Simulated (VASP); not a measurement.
# CsAg2 (P6/mmm) in VASP: a series of runs, part 2 of 2

VASP 6.6.1.

### 5 Single point, PBE (34.87 Å³/atom)

This run uses another cell than the first one, of 34.87 Å³/atom.

INCAR

```
SYSTEM = CsAg2
PREC = Accurate
ENCUT = 520
EDIFF = 1E-6
ISMEAR = 0
SIGMA = 0.1
LREAL = .FALSE.
LASPH = .TRUE.
NELM = 80
ALGO = Fast
ISIF = 2
LWAVE = .FALSE.
LCHARG = .FALSE.
GGA = PE
NBANDS = 22
```

KPOINTS

```
Automatic mesh
0
G
  12 12 8
  0 0 0
```

POSCAR

```
CsAg2
1.0
    4.7849401638      0.0000000285      0.0000000000
   -2.3924701065      4.1438797232      0.0000000000
    0.0000000000      0.0000000000      5.2752088946
Cs Ag
1 2
Direct
    0.0000000000      0.0000000000      0.5000000000
    0.3333333333      0.6666666667      0.0000000000
    0.6666666667      0.3333333333      0.0000000000
```

Potentials or basis: VASP PAW PBE potentials, release 64 (Cs_sv, Ag).

Command:

```sh
$ cat potpaw_PBE.64/Cs_sv/POTCAR potpaw_PBE.64/Ag/POTCAR > POTCAR
$ mpirun -np 1 vasp_std > vasp.out
```

OUTCAR:

```text
SYSTEM = CsAg2
   PREC = Accurate
   ENCUT = 520
   EDIFF = 1E-6
   ISMEAR = 0
   LREAL = .FALSE.
   LASPH = .TRUE.
   NELM = 80
   ISIF = 2
   GGA = PE

 ion  position               nearest neighbor table
   1  0.000  0.000  0.500-
   2  0.333  0.667  0.000-   3 2.76   3 2.76   3 2.76
   3  0.667  0.333  0.000-   2 2.76   2 2.76   2 2.76

  LATTYP: Found a hexagonal cell.
 ALAT       =     4.7849401638
 C/A-ratio  =     1.1024607861

  Lattice vectors:

 A1 = (   4.7849401638,   0.0000000285,   0.0000000000)
 A2 = (  -2.3924701065,   4.1438797232,   0.0000000000)
 A3 = (   0.0000000000,   0.0000000000,   5.2752088946)

Analysis of symmetry for initial positions (statically):
=====================================================================
 Subroutine PRICEL returns:
 Original cell was already a primitive cell.

 Routine SETGRP: Setting up the symmetry group for a
 hexagonal supercell.

 Subroutine GETGRP returns: Found 24 space group operations
 (whereof 24 operations were pure point group operations)
[... 158 lines left out ...]
 number of electron      30.9999998 magnetization

 Free energy of the ion-electron system (eV)
  ---------------------------------------------------
  ext. energy  EPLUGINS =         0.00000000
  ---------------------------------------------------
  free energy    TOTEN  =        -6.02778770 eV

  energy without entropy =       -6.02544802  energy(sigma->0) =       -6.02661786

 E-fermi :   3.2018     XC(G=0):  -8.6412

 val. band max:        3.1276776887   @ k =   0.4167   0.0000   0.5000
 cond. band min:       3.2229448877   @ k =   0.3333   0.0833   0.3750
 fundamental gap:      0.0952671990
 Fermi energy:         3.2018284848

 k-point     1 :       0.0000    0.0000    0.0000
  band No.  band energies     occupation
      1     -19.1330      2.00000
      2      -5.9318      2.00000
      3      -5.8811      2.00000
      4      -5.8811      2.00000
      5      -1.8260      2.00000
      6      -1.2013      2.00000
[... 589 lines left out ...]
     21       8.7296      0.00000
     22       8.8001      0.00000

 [... further k-points ...]
[... 5 lines left out ...]
  --------------------------------------------------------------------------------------
  -------------------------------------------------------------------------------------
  Total        0.7687072      0.7687072      0.7683202      0.0000000     -0.0000000     -0.0000000
  in kB       11.7746564     11.7746564     11.7687281      0.0000000     -0.0000000     -0.0000000
  external PRESSURE =      11.7726803 kB  Pullay stress =       0.0000000 kB

 VOLUME and BASIS-vectors are now :
 -----------------------------------------------------------------------------
  energy-cutoff  :      520.00
  volume of cell :      104.60
      direct lattice vectors                 reciprocal lattice vectors
     4.784940164  0.000000029  0.000000000     0.208989029  0.120659874  0.000000000
    -2.392470106  4.143879723  0.000000000    -0.000000001  0.241319745  0.000000000
     0.000000000  0.000000000  5.275208895     0.000000000  0.000000000  0.189565953

 POSITION                                       TOTAL-FORCE (eV/Angst)
 -----------------------------------------------------------------------------------
      0.00000      0.00000      2.63760         0.000000      0.000000      0.000000
     -0.00000      2.76259      0.00000         0.000000      0.000000      0.000000
      2.39247      1.38129      0.00000        -0.000000     -0.000000      0.000000
 -----------------------------------------------------------------------------------
    total drift:                                0.000000      0.000000      0.000000

  FREE ENERGIE OF THE ION-ELECTRON SYSTEM (eV)
  ---------------------------------------------------
  free  energy   TOTEN  =        -6.0277876998 eV

  energy  without entropy=       -6.0254480165  energy(sigma->0) =       -6.02661786
```

stdout:

```text
POSCAR found type information on POSCAR CsAg
 POSCAR found :  2 types and       3 ions
 scaLAPACK will be used
 LDA part: xc-table for (Slater+PW92), standard interpolation
 POSCAR, INCAR and KPOINTS ok, starting setup
 FFT: planning ... GRIDC
 FFT: planning ... GRID_SOFT
 FFT: planning ... GRID
 WAVECAR not read
 entering main loop
```

Wall time 2.3 min (1 thread of Oxide Virtual Turin-like, shared host); peak memory 0.33 GiB.

Results:

```
Free energy            : -6.0278 eV
Pressure               : 1.2 GPa
Band gap on the k mesh : zero (an odd number of electrons rules out a gap without spin polarisation)
```

Caveat: spin-orbit coupling is left out, which moves the levels of the heavy elements.

### 6 Single point, PBE (35.98 Å³/atom)

This run uses another cell than the first one, of 35.98 Å³/atom.

INCAR

```
SYSTEM = CsAg2
PREC = Accurate
ENCUT = 520
EDIFF = 1E-6
ISMEAR = 0
SIGMA = 0.1
LREAL = .False.
LASPH = .True.
NELM = 60
ALGO = Fast
ISIF = 2
LWAVE = .False.
LCHARG = .True.
GGA = PE
LELF = .True.
LVHAR = .True.
NBANDS = 22
```

KPOINTS

```
regular mesh
0
Gamma
  12 12 8
  0 0 0
```

POSCAR

```
CsAg2
1.0
    4.8077876983      0.0000000286      0.0000000000
   -2.4038938739      4.1636662684      0.0000000000
    0.0000000000      0.0000000000      5.3919518021
Cs Ag
1 2
Direct
    0.0000000000      0.0000000000      0.5000000000
    0.3333333333      0.6666666667      0.0000000000
    0.6666666667      0.3333333333      0.0000000000
```

Potentials or basis: VASP PAW PBE potentials, release 64 (Cs_sv, Ag).

Command:

```sh
$ cat potpaw_PBE.64/Cs_sv/POTCAR potpaw_PBE.64/Ag/POTCAR > POTCAR
$ mpirun -np 1 vasp_std > vasp.out
```

Wall time 1.9 min (1 thread of Oxide Virtual Turin-like, shared host); peak memory 0.33 GiB.

The run converged. Its results:

| Property | Result |
| --- | --- |
| Free energy | -6.0460 eV |
| Pressure | 0.6 GPa |
| Band gap on the k mesh | zero (an odd number of electrons rules out a gap without spin polarisation) |

Stress tensor (GPa, compression positive):
```
0.62 0.00 0.00
0.00 0.62 0.00
0.00 0.00 0.48
```

Levels at points of the mesh, in eV from the Fermi level:
```csv
k point,band 12,band 13,band 14,band 15,band 16,band 17,band 18,band 19,band 20,band 21
"(0.00, 0.00, 0.00)",-3.84,-3.55,-3.54,-3.54,2.33,2.36,2.97,2.97,5.18,5.74
"(0.50, 0.00, 0.00)",-3.39,-3.36,-3.11,-1.50,-1.27,1.95,2.69,2.87,5.21,5.44
"(0.00, 0.00, 0.50)",-3.50,-3.49,-3.49,-2.82,-0.64,4.20,4.20,4.73,4.73,4.83
"(0.50, 0.00, 0.50)",-3.46,-3.40,-3.11,-1.70,-0.44,1.37,1.88,2.37,5.85,5.85
```

Caveat: spin-orbit coupling is left out, which moves the levels of the heavy elements.

### 7 Summary

| cell | k mesh | gap on the mesh (eV) | pressure (GPa) |
| --- | --- | --- | --- |
| a = 4.850, b = 4.850, c = 5.462 Å, angles 90.0, 90.0, 120.0°, 3 atoms | 6 × 6 × 4 | none | 0.0 |
| a = 4.722, b = 4.722, c = 5.070 Å, angles 90.0, 90.0, 120.0°, 3 atoms | 12 × 12 × 8 | none | 2.8 |
| a = 4.753, b = 4.753, c = 5.175 Å, angles 90.0, 90.0, 120.0°, 3 atoms | 12 × 12 × 8 | none | 1.9 |
| a = 4.785, b = 4.785, c = 5.275 Å, angles 90.0, 90.0, 120.0°, 3 atoms | 12 × 12 × 8 | none | 1.2 |
| a = 4.808, b = 4.808, c = 5.392 Å, angles 90.0, 90.0, 120.0°, 3 atoms | 12 × 12 × 8 | none | 0.6 |

Alike in all rows: task single point; level PBE; potentials or basis VASP PAW PBE potentials, release 64 (Cs_sv, Ag); no spin polarisation; cutoff (eV) 520; smearing gaussian 0.1 eV.

Caveats: spin-orbit coupling is left out, which moves the levels of the heavy elements.

Total energies depend on the potentials used, so only differences within one code and one set of settings carry meaning.

The gap in the log of VASP goes by the Fermi energy; the results here count the filled bands.